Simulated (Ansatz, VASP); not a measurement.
# AlCu in VASP and in Ansatz

Contents of INCAR:

```
PREC = Accurate ; ENCUT = 520
EDIFF = 1E-6 ; ISMEAR = 0
SIGMA = 0.15 ; LREAL = False
LASPH = True ; NELM = 100
ALGO = Fast ; ISIF = 2
LWAVE = False ; LCHARG = True
GGA = PS ; LELF = True
LVHAR = True ; NBANDS = 14
```

File KPOINTS:

```
Automatic mesh
0
Gamma
  16 16 16
```

The input POSCAR:

```
AlCu
1.0
    2.9975090000      0.0000000000      0.0000000000
    0.0000000000      2.9975090000      0.0000000000
    0.0000000000      0.0000000000      2.9975090000
Al Cu
1 1
Direct
   -0.0417012926      0.0000000000      0.0000000000
    0.5000000000      0.5000000000      0.5000000000
```

Input for Ansatz:

```yaml
crystal:
  lattice:
    - [2.997509, 0.0, 0.0]
    - [0.0, 2.997509, 0.0]
    - [0.0, 0.0, 2.997509]
  atoms:
    - { symbol: Al, position: [-0.0417012926, 0.0, 0.0] }
    - { symbol: Cu, position: [0.5, 0.5, 0.5] }
basis:
  ecutwfc: 420
kpoints:
  mp_grid: { grid: [16, 16, 16] }
hamiltonian:
  xc: pbesol
scf:
  occupations: { method: gaussian, width: 0.15 }
output:
  forces: true
  stress: true
  eigenvalues: true
```

Change from the starting cell: all Al atoms moved +0.125 Å, as atom 1 towards its neighbour atom 1 (Al) at 2.998 Å.

Alike in both runs: task single point; functional PBEsol; k mesh 16 × 16 × 16; occupations gaussian, width 0.15 eV; no spin polarisation.

|  | VASP | Ansatz |
| --- | --- | --- |
| version | VASP 6.6.1 | Ansatz 0.2.0 |
| potentials or method | VASP PAW PBE potentials, release 64 (Al, Cu), cutoff 520 eV | scalar-relativistic, plane waves, PAW |
| valence electrons in the cell | 14 | 22 |

Ansatz gave:

* gap on the k mesh at the Fermi level (eV): none
* pressure (GPa): -4.1
* traceless stress, the component that is largest in VASP (GPa): -0.34
* rms of the force components (eV/Å): 0.266

Which values does VASP return?

gap on the k mesh at the Fermi level (eV): none; pressure (GPa): -4.6; traceless stress, the component that is largest in VASP (GPa): -0.34; rms of the force components (eV/Å): 0.268.

VASP's potentials were made for PBE, not for PBEsol. Atom by atom the forces differ by 0.002 eV/Å (rms over components). A gap of «none» marks a metal or a gap that the smearing closes. VASP's potentials hold 14 valence electrons a cell and Ansatz's 22, so a difference there can come from the potentials and not from the codes.
